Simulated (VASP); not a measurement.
Runs of VASP 6.6.1 on Lu. The structure is that of space group P6_3/mmc (No. 194), or close to it. The cells are those of the table. 

```csv
cell,smearing,gap on the mesh (eV),pressure (GPa)
"a = 2.559, b = 2.559, c = 8.203 Å, angles 90.0, 90.0, 120.0°, 4 atoms",fermi-dirac 0.1 eV,none,(a)
"a = 2.753, b = 2.753, c = 8.862 Å, angles 90.0, 90.0, 120.0°, 4 atoms",fermi-dirac 0.1 eV,none,102.4
"a = 2.753, b = 2.753, c = 8.862 Å, angles 90.0, 90.0, 120.0°, 4 atoms",tetrahedron,none,101.8
"a = 2.924, b = 2.924, c = 9.427 Å, angles 90.0, 90.0, 120.0°, 4 atoms",fermi-dirac 0.1 eV,none,54.0
```

Alike in all rows: task single point; level PBE; potentials or basis VASP PAW PBE potentials, release 64 (Lu); no spin polarisation; k mesh 10 × 10 × 3; cutoff (eV) 520.

Q: Estimate the missing entries.

A: (a) 209.0.

Caveats: spin-orbit coupling is left out, which moves the levels of the heavy elements; tetrahedron occupations give inexact forces and stress in metals (some runs).

A k mesh can miss the band edges, and the runs leave out spin-orbit coupling on Lu.

A gap of «none» marks levels without a gap at the run's occupations.
